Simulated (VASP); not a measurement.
# Ru in VASP: notebook

Runs on Ru. Level: PBE. Tasks: relaxation of cell and atoms, single point.

Everything below comes from runs of VASP 6.6.1. Logs are shortened: lines on timing, memory, paths and dates and some standing lists are left out, and cuts for length are marked.

**1. The cell of the first run**

The structure is orthorhombic, space group Cmcm (No. 63). The conventional cell has a = 4.399 Å, b = 5.040 Å, c = 2.713 Å, α = 90.00°, β = 90.00°, γ = 90.00°. Ru (site symmetry m2m) has 10 Ru at 2.47 to 3.27 Å within 3.3 Å.

**2. Relaxation of cell and atoms, PBE**

Input file INCAR:

```
SYSTEM = Ru
PREC = Accurate
ENCUT = 600
EDIFF = 1E-6
ISMEAR = 0
SIGMA = 0.1
LREAL = .False.
LASPH = .True.
NELM = 100
ALGO = Normal
ISIF = 3
LWAVE = .False.
LCHARG = .False.
GGA = PE
IBRION = 2
NSW = 100
EDIFFG = -0.01
```

Input file KPOINTS:

```
Automatic mesh
0
Gamma
  16 16 20
  0 0 0
```

Input file POSCAR:

```
Ru
1.0
    2.1993935942     -2.5198925207      0.0000000000
    2.1993935942      2.5198925207      0.0000000000
    0.0000000000      0.0000000000      2.7132126242
Ru
2
Direct
    0.7950296189      0.2049703811      0.2500000000
    0.2049703811      0.7950296189      0.7500000000
```

Potentials or basis: VASP PAW PBE potentials, release 64 (Ru_pv).

On the command line:

```bash
$ cat potpaw_PBE.64/Ru_pv/POTCAR > POTCAR
$ mpirun -np 1 vasp_std > vasp.out
```

OUTCAR:

```text
SYSTEM = Ru
   PREC = Accurate
   ENCUT = 600
   EDIFF = 1E-6
   ISMEAR = 0
   LREAL = .False.
   LASPH = .True.
   NELM = 100
   ISIF = 3
   GGA = PE
   IBRION = 2
   NSW = 100
   EDIFFG = -0.01

 ion  position               nearest neighbor table
   1  0.795  0.205  0.250-   2 2.47   2 2.47   2 2.62   2 2.62   2 2.62   2 2.62   2 3.27   2 3.27

   2  0.205  0.795  0.750-   1 2.47   1 2.47   1 2.62   1 2.62   1 2.62   1 2.62   1 3.27   1 3.27

  LATTYP: Found a base centered orthorhombic cell.
 ALAT       =     4.3987871884
 B/A-ratio  =     1.1457214968
 C/A-ratio  =     0.6168092495

  Lattice vectors:

 A1 = (   2.1993935942,  -2.5198925207,   0.0000000000)
 A2 = (   2.1993935942,   2.5198925207,   0.0000000000)
 A3 = (   0.0000000000,   0.0000000000,   2.7132126242)

Analysis of symmetry for initial positions (statically):
=====================================================================
 Subroutine PRICEL returns:
 Original cell was already a primitive cell.

 Routine SETGRP: Setting up the symmetry group for a
 base centered orthorhombic supercell.

 Subroutine GETGRP returns: Found  8 space group operations
 (whereof  4 operations were pure point group operations)
 out of a pool of  8 trial point group operations.

The static configuration has the point symmetry C_2h.
 The point group associated with its full space group is D_2h.

Analysis of symmetry for dynamics (positions and initial velocities):
=====================================================================
 Subroutine PRICEL returns:
 Original cell was already a primitive cell.

 Routine SETGRP: Setting up the symmetry group for a
 base centered orthorhombic supercell.

 Subroutine GETGRP returns: Found  8 space group operations
 (whereof  4 operations were pure point group operations)
 out of a pool of  8 trial point group operations.

The dynamic configuration has the point symmetry C_2h.
 The point group associated with its full space group is D_2h.

 Subroutine INISYM returns: Found  8 space group operations
 (whereof  4 operations are pure point group operations),
 and found     1 'primitive' translations

----------------------------------------------------------------------------------------

                                     Primitive cell

  volume of cell :      30.0745

  direct lattice vectors                    reciprocal lattice vectors
     2.199393594 -2.519892521  0.000000000     0.227335390 -0.198421161  0.000000000
     2.199393594  2.519892521  0.000000000     0.227335390  0.198421161  0.000000000
     0.000000000  0.000000000  2.713212624     0.000000000  0.000000000  0.368566765

  length of vectors
     3.344725773  3.344725773  2.713212624     0.301748797  0.301748797  0.368566765

  position of ions in fractional coordinates (direct lattice)
     0.795029619  0.204970381  0.250000000
     0.204970381  0.795029619  0.750000000

  ion indices of the primitive-cell ions
   primitive index   ion index
                 1           1
                 2           2

----------------------------------------------------------------------------------------

 KPOINTS: Automatic mesh

Automatic generation of k-mesh.
 Grid dimensions read from file:
 generate k-points for:   16   16   20

 Generating k-lattice:

  Cartesian coordinates                     Fractional coordinates (reciprocal lattice)
     0.014208462 -0.012401323  0.000000000     0.062500000  0.000000000  0.000000000
     0.014208462  0.012401323  0.000000000     0.000000000  0.062500000  0.000000000
     0.000000000  0.000000000  0.018428338     0.000000000  0.000000000  0.050000000

  Length of vectors
     0.018859300  0.018859300  0.018428338

  Shift w.r.t. Gamma in fractional coordinates (k-lattice)
     0.000000000  0.000000000  0.000000000

 Subroutine IBZKPT returns following result:
 ===========================================

 Found    803 irreducible k-points:

 Following reciprocal coordinates:
            Coordinates               Weight
  0.000000  0.000000  0.000000      1.000000
  0.062500 -0.000000  0.000000      4.000000
  0.125000 -0.000000  0.000000      4.000000
  0.187500  0.000000  0.000000      4.000000
  0.250000 -0.000000  0.000000      4.000000
  0.312500  0.000000  0.000000      4.000000
[... 16 lines left out ...]
 -0.125000  0.062500  0.000000      4.000000
 -0.062500  0.062500  0.000000      2.000000
 [... further k-points ...]
   k-points           NKPTS =    803   k-points in BZ     NKDIM =    803   number of bands    NBANDS=     18
   number of dos      NEDOS =    301   number of ions     NIONS =      2
   total plane-waves  NPLWV =  18816
   dimension x,y,z NGX =    28 NGY =   28 NGZ =   24
   dimension x,y,z NGXF=    56 NGYF=   56 NGZF=   48
   ions per type =               2
   NGX,Y,Z   is equivalent  to a cutoff of  13.92, 13.92, 14.71 a.u.
   NGXF,Y,Z  is equivalent  to a cutoff of  27.83, 27.83, 29.41 a.u.
 SYSTEM =  Ru
   PREC   = accura    normal or accurate (medium, high low for compatibility)
   ISTART =      0    job   : 0-new  1-cont  2-samecut
   ICHARG =      2    charge: 1-file 2-atom 10-const
   ISPIN  =      1    spin polarized calculation?
   LNONCOLLINEAR =      F non collinear calculations
   LSORBIT =      F    spin-orbit coupling
   LASPH  =      T    aspherical Exc in radial PAW
   ENCUT  =  600.0 eV  44.10 Ry    6.64 a.u.   6.68  6.68  5.42*2*pi/ulx,y,z
   NELM   =    100;   NELMIN=  2; NELMDL= -5     # of ELM steps
   EDIFF  = 0.1E-05   stopping-criterion for ELM
   LREAL  =      F    real-space projection
   EDIFFG = -.1E-01   stopping-criterion for IOM
   NSW    =    100    number of steps for IOM
   IBRION =      2    ionic relax: 0-MD 1-quasi-New 2-CG
   NFREE  =      1    steps in history (QN), initial steepest desc. (CG)
   ISIF   =      3    stress and relaxation
   ISYM   =      2    0-nonsym 1-usesym 2-fastsym
   POTIM  = 0.5000    time-step for ionic-motion
   TEBEG  =    0.0;   TEEND  =   0.0 temperature during run
   PSTRESS=    0.0 pullay stress
   NELECT =      28.0000    total number of electrons
   NUPDOWN=      -1.0000    fix difference up-down
   EMIN   =  10.00;   EMAX   =-10.00  energy-range for DOS
   EFERMI =   0.00;   METHOD = LEGACY
   ISMEAR =     0;   SIGMA  =   0.10  broadening in eV -4-tet -1-fermi 0-gaus
   EFERMI_NEDOS =   21; number of points for ismear=-14 and -15
   IALGO  =     38    algorithm
   IMIX   =      4    mixing-type and parameters
     AMIX     =   0.40;   BMIX     =  1.00
     AMIX_MAG =   1.60;   BMIX_MAG =  1.00
  volume/ion in A,a.u.               =      15.04       101.48
  Fermi-wavevector in a.u.,A,eV,Ry     =   1.598556  3.020833 34.768082  2.555382
  Thomas-Fermi vector in A             =   2.695987
   LORBIT       =      0    0 simple, 1 ext, 2 COOP (PROOUT), +10 PAW based schemes
   GGA     = PE    functional components
   LHFCALC =     F    Hartree Fock is set to
   AEXX    =    0.0000 exact exchange contribution
   IVDW    =     0    specifies the selected vdW correction
   LEPSILON=     F    determine dielectric tensor
   LRPA    =     F    only Hartree local field effects (RPA)
 conjugate gradient relaxation of ions
 non-spin polarized calculation
 Gauss-broadening in eV      SIGMA  =   0.10
  energy-cutoff  :      600.00
  volume of cell :       30.07
 maximum number of plane-waves:      1025
   NGX = 13   NGY = 13   NGZ = 11

--------------------------------------- Ionic step        1  -------------------------------------------

 number of electron      28.0000008 magnetization

 Free energy of the ion-electron system (eV)
  ---------------------------------------------------
  ext. energy  EPLUGINS =         0.00000000
  ---------------------------------------------------
  free energy    TOTEN  =       -17.44700638 eV

  energy without entropy =      -17.43579562  energy(sigma->0) =      -17.44140100

------------------------ aborting loop because EDIFF is reached ----------------------------------------

  FORCE on cell =-STRESS in cart. coord.  units (eV):
  Direction    XX          YY          ZZ          XY          YZ          ZX
  --------------------------------------------------------------------------------------
  -------------------------------------------------------------------------------------
  Total        0.1513313      0.0233496     -0.2199807      0.0000000     -0.0000000      0.0000000
  in kB        8.0619575      1.2439150    -11.7191574      0.0000000     -0.0000000      0.0000000
  external PRESSURE =      -0.8044283 kB  Pullay stress =       0.0000000 kB
[... 89 lines left out ...]
  FREE ENERGIE OF THE ION-ELECTRON SYSTEM (eV)
  ---------------------------------------------------
  free  energy   TOTEN  =       -17.4475619092 eV

  energy  without entropy=      -17.4364136955  energy(sigma->0) =      -17.44198780

[... ionic steps 4 to 10 ...]

--------------------------------------- Ionic step       11  -------------------------------------------

 number of electron      28.0000005 magnetization

------------------------ aborting loop because EDIFF is reached ----------------------------------------

  FORCE on cell =-STRESS in cart. coord.  units (eV):
  Direction    XX          YY          ZZ          XY          YZ          ZX
  --------------------------------------------------------------------------------------
  -------------------------------------------------------------------------------------
  Total        0.0268817      0.0258070     -0.0145470      0.0000000     -0.0000000      0.0000000
  in kB        1.4328702      1.3755853     -0.7753978      0.0000000     -0.0000000      0.0000000
  external PRESSURE =       0.6776859 kB  Pullay stress =       0.0000000 kB
[... 57 lines left out ...]
  energy  without entropy=      -17.4363539454  energy(sigma->0) =      -17.44198459

--------------------------------------- Ionic step       13  -------------------------------------------

 number of electron      28.0000005 magnetization

 Free energy of the ion-electron system (eV)
  ---------------------------------------------------
  ext. energy  EPLUGINS =         0.00000000
  ---------------------------------------------------
  free energy    TOTEN  =       -17.44762085 eV

  energy without entropy =      -17.43635547  energy(sigma->0) =      -17.44198816

 E-fermi :  11.2544     XC(G=0): -13.3913

 val. band max:       11.2542582933   @ k =   0.3750   0.0625   0.0500
 cond. band min:      11.2549442686   @ k =   0.3125   0.1875   0.1000
 fundamental gap:      0.0006859753
 Fermi energy:        11.2544005797

 k-point     1 :       0.0000    0.0000    0.0000
  band No.  band energies     occupation
      1     -32.0311      2.00000
      2     -32.0091      2.00000
      3     -31.7237      2.00000
      4     -31.2971      2.00000
      5     -31.2495      2.00000
      6     -31.2105      2.00000
[... 10 lines left out ...]
     17      12.8681      0.00000
     18      18.9958      0.00000
[... 466 lines left out ...]
      2     -32.0165      2.00000
      3     -31.7181      2.00000
      4     -31.3039      2.00000
      5     -31.2449      2.00000
      6     -31.2158      2.00000
[... 10 lines left out ...]
     17      12.9007      0.00000
     18      19.1070      0.00000

 [... further k-points ...]

------------------------ aborting loop because EDIFF is reached ----------------------------------------

  FORCE on cell =-STRESS in cart. coord.  units (eV):
  Direction    XX          YY          ZZ          XY          YZ          ZX
  --------------------------------------------------------------------------------------
  -------------------------------------------------------------------------------------
  Total        0.0150300      0.0059690     -0.0189085      0.0000000      0.0000000      0.0000000
  in kB        0.8010236      0.3181170     -1.0077321      0.0000000      0.0000000      0.0000000
  external PRESSURE =       0.0371362 kB  Pullay stress =       0.0000000 kB
[... 17 lines left out ...]
  FREE ENERGIE OF THE ION-ELECTRON SYSTEM (eV)
  ---------------------------------------------------
  free  energy   TOTEN  =       -17.4476208481 eV

  energy  without entropy=      -17.4363554703  energy(sigma->0) =      -17.44198816

 reached required accuracy - stopping structural energy minimisation
```

It took 18 min on 1 thread of Intel Xeon Platinum 8488C (Sapphire Rapids), shared host; peak memory 0.53 GiB.

Results:

```yaml
Free_energy: -17.4476 eV
Relaxed_volume: 15.03 Å³/atom
Relaxed_cell: a = 3.348 Å, b = 3.348 Å, c = 2.706 Å, α = 90.00°, β = 90.00°, γ = 97.54°
Space_group_after_relaxing_to_0.05_Å: Cmcm (No. 63)
Energy_gained_by_relaxing: 0.3 meV/atom
Ionic_steps: 13
Pressure_after_relaxing: 0.0 GPa
Largest_force_after_relaxing: 0.003 eV/Å
Band_gap_on_the_k_mesh: zero (band 14 reaches 12.51 eV, above the bottom of band 15 at 10.47 eV)
```

Forces on the atoms (eV/Å):
```
Ru   0.000  0.003  0.000
Ru   0.000 -0.003  0.000
```

Stress tensor (GPa, compression positive):
```
 0.08  0.00  0.00
 0.00  0.03  0.00
 0.00  0.00 -0.10
```

The path:
```csv
step,energy change (eV),largest force (eV/Å),pressure (GPa),volume (Å³)
1,0.0000,0.0118,-0.08,30.07
2,-0.0004,0.0260,0.47,30.04
3,-0.0006,0.0204,0.28,30.05
4,-0.0006,0.0208,0.31,30.05
5,-0.0004,0.0258,-0.74,30.16
6,-0.0006,0.0073,-0.02,30.08
7,-0.0006,0.0060,-0.04,30.08
8,-0.0006,0.0038,-0.08,30.08
9,-0.0006,0.0050,-0.05,30.07
10,-0.0006,0.0075,0.07,30.05
11,-0.0006,0.0071,0.07,30.06
12,-0.0006,0.0063,0.03,30.06
13,-0.0006,0.0033,0.00,30.06
```

Final structure:
```yaml
crystal:
  lattice:
    - [2.20654, -2.51775, 0.00000]
    - [2.20654, 2.51775, 0.00000]
    - [0.00000, 0.00000, 2.70564]
  atoms:
    - { symbol: Ru, position: [0.79465, 0.20535, 0.25000] }
    - { symbol: Ru, position: [0.20535, 0.79465, 0.75000] }
```

[end of part 1 of 2]
